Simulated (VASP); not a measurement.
# F (C2/c) in VASP: a series of runs, part 2 of 2

VASP 6.6.1. Earlier steps stand in the parts before.

## (3) Single point, PBEsol

This run uses another cell than the first one, of 18.18 Å³/atom, 1.064 times its volume.

Input file INCAR:

```
SYSTEM = F
  ALGO = Normal
  EDIFF = 1E-7
  ENCUT = 520
  GGA = PS
  ISIF = 2
  ISMEAR = 0
  LASPH = .True.
  LCHARG = .False.
  LREAL = .False.
  LWAVE = .False.
  NBANDS = 22
  NELM = 60
  PREC = Accurate
  SIGMA = 0.02
```

Input file KPOINTS:

```
k-points
0
Gamma
  8 8 4
  0 0 0
```

Input file POSCAR:

```
F
1.0
    3.0099985031     -1.7886620590      0.1836766108
    3.0099985031      1.7886620590      0.1836766108
   -1.1950650095      0.0000000000      6.6816981480
F
4
Direct
    0.9211024913      0.5858463638      0.0939992909
    0.4141536362      0.0788975087      0.4060007091
    0.0788975087      0.4141536362      0.9060007091
    0.5858463638      0.9211024913      0.5939992909
```

Potentials or basis: VASP PAW PBE potentials, release 64 (F).

Run with:

```
cat potpaw_PBE.64/F/POTCAR > POTCAR
mpirun -np 1 vasp_std > vasp.out
```

OUTCAR:

```text
SYSTEM = F
   EDIFF = 1E-7
   ENCUT = 520
   GGA = PS
   ISIF = 2
   ISMEAR = 0
   LASPH = .True.
   LREAL = .False.
   NELM = 60
   PREC = Accurate

 ion  position               nearest neighbor table
   1  0.921  0.586  0.094-   3 1.40
   2  0.414  0.079  0.406-   4 1.40
   3  0.079  0.414  0.906-   1 1.40
   4  0.586  0.921  0.594-   2 1.40

  LATTYP: Found a base centered monoclinic cell.
 ALAT       =     6.0311949350
 B/A-ratio  =     0.5931368753
 C/A-ratio  =     1.1254369128
 COS(beta)  =    -0.1157782656

  Lattice vectors:

 A1 = (   3.0099985031,  -1.7886620590,   0.1836766108)
 A2 = (   3.0099985031,   1.7886620590,   0.1836766108)
 A3 = (  -1.1950650095,   0.0000000000,   6.6816981480)

Analysis of symmetry for initial positions (statically):
=====================================================================
 Subroutine PRICEL returns:
 Original cell was already a primitive cell.

 Routine SETGRP: Setting up the symmetry group for a
 base centered monoclinic supercell.

 Subroutine GETGRP returns: Found  4 space group operations
 (whereof  2 operations were pure point group operations)
 out of a pool of  4 trial point group operations.

The static configuration has the point symmetry S_2 .
 The point group associated with its full space group is C_2h.

Analysis of symmetry for dynamics (positions and initial velocities):
=====================================================================
 Subroutine PRICEL returns:
 Original cell was already a primitive cell.

 Routine SETGRP: Setting up the symmetry group for a
 base centered monoclinic supercell.

 Subroutine GETGRP returns: Found  4 space group operations
 (whereof  2 operations were pure point group operations)
 out of a pool of  4 trial point group operations.

The dynamic configuration has the point symmetry S_2 .
 The point group associated with its full space group is C_2h.

 Subroutine INISYM returns: Found  4 space group operations
 (whereof  2 operations are pure point group operations),
 and found     1 'primitive' translations

----------------------------------------------------------------------------------------

                                     Primitive cell

  volume of cell :      72.7320

  direct lattice vectors                    reciprocal lattice vectors
     3.009998503 -1.788662059  0.183676611     0.164319621 -0.279538551  0.029389629
     3.009998503  1.788662059  0.183676611     0.164319621  0.279538551  0.029389629
    -1.195065009  0.000000000  6.681698148    -0.009034132  0.000000000  0.148046739

  length of vectors
     3.506157448  3.506157448  6.787729408     0.325586378  0.325586378  0.148322124

  position of ions in fractional coordinates (direct lattice)
     0.921102491  0.585846364  0.093999291
     0.414153636  0.078897509  0.406000709
     0.078897509  0.414153636  0.906000709
     0.585846364  0.921102491  0.593999291

  ion indices of the primitive-cell ions
   primitive index   ion index
                 1           1
                 2           2
                 3           3
                 4           4

----------------------------------------------------------------------------------------

 KPOINTS: k-points

Automatic generation of k-mesh.
 Grid dimensions read from file:
 generate k-points for:    8    8    4

 Generating k-lattice:

  Cartesian coordinates                     Fractional coordinates (reciprocal lattice)
     0.020539953 -0.034942319  0.003673704     0.125000000  0.000000000  0.000000000
     0.020539953  0.034942319  0.003673704     0.000000000  0.125000000  0.000000000
    -0.002258533  0.000000000  0.037011685    -0.000000000 -0.000000000  0.250000000

  Length of vectors
     0.040698297  0.040698297  0.037080531

  Shift w.r.t. Gamma in fractional coordinates (k-lattice)
     0.000000000  0.000000000  0.000000000

 Subroutine IBZKPT returns following result:
 ===========================================

 Found     78 irreducible k-points:

 Following reciprocal coordinates:
            Coordinates               Weight
  0.000000  0.000000  0.000000      1.000000
  0.125000 -0.000000 -0.000000      4.000000
  0.250000 -0.000000 -0.000000      4.000000
  0.375000 -0.000000 -0.000000      4.000000
  0.500000 -0.000000 -0.000000      2.000000
  0.125000  0.125000 -0.000000      2.000000
[... 16 lines left out ...]
  0.125000 -0.000000  0.250000      4.000000
  0.250000 -0.000000  0.250000      4.000000
 [... further k-points ...]
   k-points           NKPTS =     78   k-points in BZ     NKDIM =     78   number of bands    NBANDS=     22
   number of dos      NEDOS =    301   number of ions     NIONS =      4
   total plane-waves  NPLWV =  39200
   dimension x,y,z NGX =    28 NGY =   28 NGZ =   50
   dimension x,y,z NGXF=    56 NGYF=   56 NGZF=  100
   ions per type =               4
   NGX,Y,Z   is equivalent  to a cutoff of  13.28, 13.28, 12.25 a.u.
   NGXF,Y,Z  is equivalent  to a cutoff of  26.55, 26.55, 24.49 a.u.
 SYSTEM =  F
   PREC   = accura    normal or accurate (medium, high low for compatibility)
   ISTART =      0    job   : 0-new  1-cont  2-samecut
   ICHARG =      2    charge: 1-file 2-atom 10-const
   ISPIN  =      1    spin polarized calculation?
   LNONCOLLINEAR =      F non collinear calculations
   LSORBIT =      F    spin-orbit coupling
   LASPH  =      T    aspherical Exc in radial PAW
   ENCUT  =  520.0 eV  38.22 Ry    6.18 a.u.   6.52  6.52 12.62*2*pi/ulx,y,z
   NELM   =     60;   NELMIN=  2; NELMDL= -5     # of ELM steps
   EDIFF  = 0.1E-06   stopping-criterion for ELM
   LREAL  =      F    real-space projection
   EDIFFG = 0.1E-05   stopping-criterion for IOM
   NSW    =      0    number of steps for IOM
   IBRION =     -1    ionic relax: 0-MD 1-quasi-New 2-CG
   NFREE  =      0    steps in history (QN), initial steepest desc. (CG)
   ISIF   =      2    stress and relaxation
   ISYM   =      2    0-nonsym 1-usesym 2-fastsym
   POTIM  = 0.5000    time-step for ionic-motion
   TEBEG  =    0.0;   TEEND  =   0.0 temperature during run
   PSTRESS=    0.0 pullay stress
   NELECT =      28.0000    total number of electrons
   NUPDOWN=      -1.0000    fix difference up-down
   EMIN   =  10.00;   EMAX   =-10.00  energy-range for DOS
   EFERMI =   0.00;   METHOD = LEGACY
   ISMEAR =     0;   SIGMA  =   0.02  broadening in eV -4-tet -1-fermi 0-gaus
   EFERMI_NEDOS =   21; number of points for ismear=-14 and -15
   IALGO  =     38    algorithm
   IMIX   =      4    mixing-type and parameters
     AMIX     =   0.40;   BMIX     =  1.00
     AMIX_MAG =   1.60;   BMIX_MAG =  1.00
  volume/ion in A,a.u.               =      18.18       122.70
  Fermi-wavevector in a.u.,A,eV,Ry     =   1.190928  2.250528 19.297281  1.418310
  Thomas-Fermi vector in A             =   2.327002
   LORBIT       =      0    0 simple, 1 ext, 2 COOP (PROOUT), +10 PAW based schemes
   GGA     = PS    functional components
   LHFCALC =     F    Hartree Fock is set to
   AEXX    =    0.0000 exact exchange contribution
   IVDW    =     0    specifies the selected vdW correction
   LEPSILON=     F    determine dielectric tensor
   LRPA    =     F    only Hartree local field effects (RPA)
 non-spin polarized calculation
 Gauss-broadening in eV      SIGMA  =   0.02
  energy-cutoff  :      520.00
  volume of cell :       72.73
 maximum number of plane-waves:      1991
 NGX is ok and might be reduce to    28
   NGX = 13   NGY = 13   NGZ = 25

 number of electron      28.0000003 magnetization

 Free energy of the ion-electron system (eV)
  ---------------------------------------------------
  ext. energy  EPLUGINS =         0.00000000
  ---------------------------------------------------
  free energy    TOTEN  =        -7.80119278 eV

  energy without entropy =       -7.80119278  energy(sigma->0) =       -7.80119278

 E-fermi :  -5.4928     XC(G=0):  -7.0022

 val. band max:       -5.6642229175   @ k =   0.5000   0.5000  -0.0000
 cond. band min:      -2.5726449547   @ k =   0.0000   0.0000   0.0000
 fundamental gap:      3.0915779628
 Fermi energy:        -5.4927557404

 k-point     1 :       0.0000    0.0000    0.0000
  band No.  band energies     occupation
      1     -30.6708      2.00000
      2     -30.5767      2.00000
      3     -24.1039      2.00000
      4     -23.8178      2.00000
      5     -12.2846      2.00000
      6     -11.6649      2.00000
[... 574 lines left out ...]
      6     -11.8291      2.00000
[... 14 lines left out ...]
     21      11.7432      0.00000
     22      12.1356      0.00000

 [... further k-points ...]
[... 5 lines left out ...]
  --------------------------------------------------------------------------------------
  -------------------------------------------------------------------------------------
  Total       -0.2074955     -0.0203503      0.7574963      0.0000000      0.0000000     -0.1312030
  in kB       -4.5708147     -0.4482857     16.6865045      0.0000000      0.0000000     -2.8902058
  external PRESSURE =       3.8891347 kB  Pullay stress =       0.0000000 kB

 VOLUME and BASIS-vectors are now :
 -----------------------------------------------------------------------------
  energy-cutoff  :      520.00
  volume of cell :       72.73
      direct lattice vectors                 reciprocal lattice vectors
     3.009998503 -1.788662059  0.183676611     0.164319621 -0.279538551  0.029389629
     3.009998503  1.788662059  0.183676611     0.164319621  0.279538551  0.029389629
    -1.195065009  0.000000000  6.681698148    -0.009034132  0.000000000  0.148046739

 POSITION                                       TOTAL-FORCE (eV/Angst)
 -----------------------------------------------------------------------------------
      4.42358     -0.59966      0.90487        -0.057488      0.180712      0.389735
      0.99889     -0.59966      2.80334         0.057488      0.180712     -0.389735
      0.40135      0.59966      6.14419         0.057488     -0.180712     -0.389735
      3.82605      0.59966      4.24572        -0.057488     -0.180712      0.389735
 -----------------------------------------------------------------------------------
    total drift:                                0.000000      0.000000     -0.000000

  FREE ENERGIE OF THE ION-ELECTRON SYSTEM (eV)
  ---------------------------------------------------
  free  energy   TOTEN  =        -7.8011927794 eV

  energy  without entropy=       -7.8011927794  energy(sigma->0) =       -7.80119278
```

OSZICAR:

```text
N       E                     dE             d eps       ncg     rms          rms(c)
DAV:   1     0.192411334699E+03    0.19241E+03   -0.15700E+04  3440   0.117E+03
DAV:   2     0.722167153681E+00   -0.19169E+03   -0.18501E+03  4628   0.289E+02
DAV:   3    -0.948559345089E+01   -0.10208E+02   -0.10157E+02  3960   0.666E+01
DAV:   4    -0.955664196841E+01   -0.71049E-01   -0.71045E-01  3648   0.636E+00
DAV:   5    -0.955709371622E+01   -0.45175E-03   -0.45174E-03  3978   0.481E-01    0.111E+01
DAV:   6    -0.824941253632E+01    0.13077E+01   -0.46583E-01  3492   0.690E+00    0.629E+00
DAV:   7    -0.780318627485E+01    0.44623E+00   -0.62415E-01  3516   0.752E+00    0.709E-01
DAV:   8    -0.780102950602E+01    0.21568E-02   -0.79485E-02  3564   0.202E+00    0.117E-01
DAV:   9    -0.780108815182E+01   -0.58646E-04   -0.10097E-03  3966   0.244E-01    0.671E-02
DAV:  10    -0.780118659374E+01   -0.98442E-04   -0.23457E-04  3660   0.129E-01    0.257E-02
DAV:  11    -0.780119296553E+01   -0.63718E-05   -0.27321E-05  3924   0.460E-02    0.685E-03
DAV:  12    -0.780119254713E+01    0.41840E-06   -0.25454E-06  3768   0.131E-02    0.197E-03
DAV:  13    -0.780119275666E+01   -0.20953E-06   -0.18880E-07  3906   0.338E-03    0.109E-03
DAV:  14    -0.780119277942E+01   -0.22758E-07   -0.22685E-08  2514   0.159E-03
   1 F= -.78011928E+01 E0= -.78011928E+01  d E =-.539824E-36
```

stdout:

```text
POSCAR found type information on POSCAR F
 POSCAR found :  1 types and       4 ions
 scaLAPACK will be used
 -----------------------------------------------------------------------------
|                                                                             |
|                                                                             |
|     You enforced a specific xc type in the INCAR file but a different       |
|     I HOPE YOU KNOW WHAT YOU ARE DOING!                                     |
|                                                                             |
 -----------------------------------------------------------------------------

 LDA part: xc-table for (Slater+PW92), standard interpolation
 POSCAR, INCAR and KPOINTS ok, starting setup
 FFT: planning ... GRIDC
 FFT: planning ... GRID_SOFT
 FFT: planning ... GRID
 WAVECAR not read
 entering main loop
```

It took 2.8 min on 1 thread of Oxide Virtual Turin-like, shared host; peak memory 0.19 GiB.

What came out:

```yaml
Free_energy: -7.8012 eV
Pressure: 0.4 GPa
Largest_force: 0.433 eV/Å
Band_gap_on_the_k_mesh: 3.09 eV, indirect (least direct gap 3.10 eV)
```

Forces in eV/Å, atoms in the order of the input:
```
F   -0.057  0.181  0.390
F    0.057  0.181 -0.390
F    0.057 -0.181 -0.390
F   -0.057 -0.181  0.390
```

Stress tensor (GPa, compression positive):
```
-0.46  0.00 -0.29
 0.00 -0.04  0.00
-0.29  0.00  1.67
```

Caveat: the PAW data sets were made with another functional, which shifts forces and pressure a little. Expect the measured gap to be larger: semilocal functionals such as PBEsol lack the derivative discontinuity.

## (4) Single point, PBEsol

This run uses another cell than the first one, of 18.18 Å³/atom, 1.064 times its volume.

Input file INCAR:

```
PREC = Accurate
ENCUT = 520
EDIFF = 1E-6
ISMEAR = 0
SIGMA = 0.02
LREAL = F
LASPH = T
NELM = 100
ALGO = Normal
ISIF = 2
LWAVE = F
LCHARG = F
GGA = PS
NBANDS = 22
```

Input file KPOINTS:

```
Automatic mesh
0
Gamma
  8 8 4
```

POSCAR is that of step 3.

Run with:

```
cat potpaw_PBE.64/F/POTCAR > POTCAR
mpirun -np 1 vasp_std > vasp.out
```

It took 2.1 min on 1 thread of Oxide Virtual Turin-like, shared host; peak memory 0.19 GiB.

Results (log left out):

```
Free energy            : -7.8012 eV
Pressure               : 0.4 GPa
Largest force          : 0.433 eV/Å
Band gap on the k mesh : 3.09 eV, indirect (least direct gap 3.10 eV)
```

Forces on the atoms (eV/Å):
```
F   -0.057  0.181  0.389
F    0.057  0.181 -0.389
F    0.057 -0.181 -0.389
F   -0.057 -0.181  0.389
```

Stress tensor (GPa, compression positive):
```
-0.45  0.00 -0.29
 0.00 -0.04  0.00
-0.29  0.00  1.67
```

Levels at points of the mesh, in eV from the valence-band top:
| k point | band 10 | band 11 | band 12 | band 13 | band 14 | band 15 | band 16 | band 17 | band 18 | band 19 |
| --- | --- | --- | --- | --- | --- | --- | --- | --- | --- | --- |
| (0.00, 0.00, 0.00) | -3.41 | -0.34 | -0.09 | -0.06 | -0.01 | 3.09 | 3.83 | 8.82 | 11.44 | 12.40 |
| (0.50, 0.00, 0.00) | -3.54 | -0.26 | -0.22 | -0.12 | -0.08 | 3.53 | 3.54 | 12.76 | 12.79 | 14.76 |
| (0.50, 0.50, 0.00) | -3.49 | -0.46 | -0.39 | -0.08 | 0.00 | 3.26 | 3.79 | 12.45 | 13.78 | 14.10 |
| (0.00, 0.00, 0.50) | -3.44 | -0.21 | -0.21 | -0.05 | -0.05 | 3.44 | 3.44 | 9.72 | 9.72 | 15.21 |
| (0.50, 0.00, 0.50) | -3.52 | -0.22 | -0.20 | -0.09 | -0.04 | 3.50 | 3.53 | 13.24 | 13.29 | 13.35 |
| (0.50, 0.50, 0.50) | -3.55 | -0.26 | -0.26 | -0.21 | -0.21 | 3.52 | 3.52 | 12.96 | 12.96 | 14.52 |

Caveat: the PAW data sets were made with another functional, which shifts forces and pressure a little.

## (5) Relaxation of cell and atoms, PBEsol

This run uses another cell than the first one, of 18.18 Å³/atom, 1.064 times its volume.

Input file INCAR:

```
SYSTEM = F
  PREC = Accurate
  ENCUT = 600
  EDIFF = 1E-6
  ISMEAR = 0
  SIGMA = 0.02
  LREAL = .FALSE.
  LASPH = .TRUE.
  NELM = 60
  ALGO = Normal
  ISIF = 3
  LWAVE = .FALSE.
  LCHARG = .FALSE.
  GGA = PS
  IBRION = 2
  NSW = 100
  EDIFFG = -0.005
```

Input file KPOINTS:

```
Automatic mesh
0
G
  8 8 4
  0 0 0
```

POSCAR is that of step 4.

Run with:

```
cat potpaw_PBE.64/F/POTCAR > POTCAR
mpirun -np 1 vasp_std > vasp.out
```

Wall time 33 min (1 thread of Oxide Virtual Turin-like, shared host); peak memory 0.21 GiB.

It converged, with:

```
Free energy                            : -7.8404 eV
Relaxed volume                         : 14.92 Å³/atom
Relaxed cell                           : a = 3.233 Å, b = 3.233 Å, c = 6.485 Å, α = 94.45°, β = 94.45°, γ = 62.18°
Space group after relaxing (to 0.05 Å) : C2/c (No. 15)
Energy gained by relaxing              : 7.4 meV/atom
Ionic steps                            : 39
Pressure after relaxing                : 0.0 GPa
Largest force after relaxing           : 0.005 eV/Å
Band gap on the k mesh                 : 2.78 eV, direct
```

Forces in eV/Å, atoms in the order of the input:
```
F    0.001 -0.001 -0.005
F   -0.001 -0.001  0.005
F   -0.001  0.001  0.005
F    0.001  0.001 -0.005
```

Step by step:
```tsv
step	energy change (eV)	largest force (eV/Å)	pressure (GPa)	volume (Å³)
1	0.0000	0.4125	0.44	72.73
2	0.0475	1.2215	-3.11	73.26
3	-0.0042	0.0125	-0.41	72.84
4	-0.0042	0.0202	-0.39	72.84
5	-0.0052	0.0197	-0.38	72.46
6	-0.0083	0.0205	-0.38	71.33
7	-0.0141	0.0301	-0.33	69.09
8	-0.0228	0.0817	-0.04	64.77
9	-0.0102	0.3246	1.67	56.66
10	-0.0238	0.2015	0.40	62.79
11	-0.0244	0.1517	0.29	62.61
12	-0.0254	0.0212	-0.03	62.09
13	-0.0254	0.0300	-0.09	61.99
14	-0.0254	0.0299	-0.10	61.96
15	-0.0255	0.0306	-0.09	61.88
16	-0.0257	0.0313	-0.09	61.72
17	-0.0260	0.0333	-0.06	61.40
18	-0.0265	0.0366	-0.03	60.76
19	-0.0270	0.0427	0.05	59.50
20	-0.0271	0.1163	0.45	59.37
21	-0.0272	0.0486	0.26	59.43
22	-0.0274	0.0465	0.25	59.42
23	-0.0279	0.0401	0.21	59.41
24	-0.0286	0.0272	0.16	59.39
25	-0.0292	0.0067	0.05	59.34
26	-0.0292	0.0063	0.05	59.34
27	-0.0292	0.0159	0.00	59.37
28	-0.0292	0.0183	-0.02	59.38
29	-0.0293	0.0185	-0.01	59.38
30	-0.0293	0.0185	-0.02	59.41
31	-0.0293	0.0186	-0.02	59.47
32	-0.0294	0.0186	-0.03	59.58
33	-0.0293	0.0202	-0.05	59.79
34	-0.0294	0.0188	-0.03	59.65
35	-0.0294	0.0258	0.10	59.64
36	-0.0294	0.0018	0.02	59.65
37	-0.0294	0.0016	0.01	59.65
38	-0.0294	0.0021	0.01	59.67
39	-0.0295	0.0048	0.00	59.69
```

Final structure:
```
CELL_PARAMETERS angstrom
2.76132 -1.66950 0.19788
2.76132 1.66950 0.19788
-1.04803 0.00000 6.39935
ATOMIC_POSITIONS crystal
F 0.91066 0.59485 0.09849
F 0.40515 0.08934 0.40151
F 0.08934 0.40515 0.90151
F 0.59485 0.91066 0.59849
```

Levels at points of the mesh, in eV from the valence-band top:
```tsv
k point	band 12	band 13	band 14	band 15	band 16	band 17
(0.00, 0.00, 0.00)	-0.11	-0.11	0.00	2.78	3.70	9.40
(0.50, 0.00, 0.00)	-0.38	-0.17	-0.12	3.35	3.36	13.83
(0.50, 0.50, 0.00)	-0.58	-0.15	-0.04	2.99	3.64	13.66
(0.00, 0.00, 0.50)	-0.33	-0.06	-0.06	3.22	3.22	10.36
(0.50, 0.00, 0.50)	-0.31	-0.11	-0.05	3.29	3.32	14.23
(0.50, 0.50, 0.50)	-0.41	-0.34	-0.34	3.31	3.31	14.16
```

Caveat: the volume moved by over 15 % at a fixed basis, so the end points are rough; the PAW data sets were made with another functional, which shifts forces and pressure a little; the volume moved by -18 % from the deposited cell, more than functionals usually miss.

## (6) Summary

```csv
task,cell,cutoff (eV),gap on the mesh (eV),pressure (GPa),relaxed volume (Å³/atom)
relaxation of shape and atoms at fixed volume,"relaxed from a = 3.388, b = 3.388, c = 6.821 Å, angles 95.7, 95.7, 61.5°, 4 atoms",600,2.91,-0.3,17.09
single point,"a = 3.506, b = 3.506, c = 6.788 Å, angles 95.7, 95.7, 61.3°, 4 atoms",520,3.09,0.4,-
relaxation of cell and atoms,"relaxed from a = 3.506, b = 3.506, c = 6.788 Å, angles 95.7, 95.7, 61.3°, 4 atoms",600,2.78,0.0,14.92
```

Alike in all rows: level PBEsol; potentials or basis VASP PAW PBE potentials, release 64 (F); no spin polarisation; k mesh 8 × 8 × 4; smearing gaussian 0.02 eV.

Caveats: the PAW data sets were made with another functional, which shifts forces and pressure a little; the volume moved by over 15 % at a fixed basis, so the end points are rough (some runs); the volume moved by -18 % from the deposited cell, more than functionals usually miss (some runs).

Absolute energies hang on the potentials; compare differences alone.
